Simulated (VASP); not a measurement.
Si2Ni: single point with PBE

Si2Ni:

```
Si Ni
1.0
     0.00000    2.60956    2.60956
     2.60956    0.00000    2.60956
     2.60956    2.60956    0.00000
Si Ni
2 1
Direct
  0.25000 0.25000 0.25000
  0.75000 0.75000 0.75000
  0.00000 0.00000 0.00000
```

```
Program             : VASP 6.6.1
Task                : single point
Functional          : PBE
Potentials or basis : VASP PAW PBE potentials, release 64 (Si, Ni)
Cutoff              : 520 eV
k mesh              : 14 × 14 × 14
Occupations         : gaussian, width 0.15 eV
Spin                : collinear spin, ferromagnetic start
Starting moments    : [0.0, 0.0, 0.875] μB
Fixed moment        : 0.875 μB
```

```yaml
Pressure: 28.8 GPa
Net_moment: 0.88 μB per cell
Site_moments: Si +0.11; Ni +0.40 μB
Valence_electrons_inside_the_program's_atomic_spheres: Si 1.66; Ni 10.09
```

It took 2 min on 1 thread of Intel(R) Xeon(R) Platinum 8259CL CPU @ 2.50GHz (Skylake/Cascade Lake) (shared host), peak memory 0.25 GiB.

Caveat: the total moment is fixed, so each spin has its own Fermi level.
